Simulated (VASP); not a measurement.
WSe2, 6 atoms in the cell. Symmetry: P6_3/mmc, No. 194, hexagonal system. Conventional cell: a = 3.290 Å, b = 3.290 Å, c = 12.970 Å, α = 90.00°, β = 90.00°, γ = 120.00°. Within 3.3 Å of W (site symmetry -6m2) lie 6 Se at 2.53 Å and 6 W at 3.29 Å. Se (site symmetry 3m) has 3 W at 2.53 Å and 6 Se at 3.29 Å within 3.3 Å. 

```yaml
Program: VASP 6.6.1
Task: single point
Functional: PBE
Dispersion: D3(BJ)
Potentials_or_basis: VASP PAW PBE potentials, release 64 (W_sv, Se)
Cutoff: 520 eV
k_mesh: 9 × 9 × 2
Occupations: gaussian, width 0.02 eV
Spin: no spin polarisation
Dipole_correction: no
Further_INCAR_settings: ALGO = Normal; EDIFF = 1e-07; NBANDS = 35
```

Potentials or basis: VASP PAW PBE potentials, release 64 (W_sv, Se).

Launch:

```sh
$ cat potpaw_PBE.64/W_sv/POTCAR potpaw_PBE.64/Se/POTCAR > POTCAR
$ mpirun -np 1 vasp_std > vasp.out
```

Hardware: 1 thread of AMD EPYC 7R43 64-Core Processor (Zen 3), on a shared host.

Estimate the wall time of this run.

Wall time 100 s on 1 thread of AMD EPYC 7R43 64-Core Processor (Zen 3), with other jobs on the host, peak memory 0.23 GiB. Counts: scf iterations 15, k points 24.
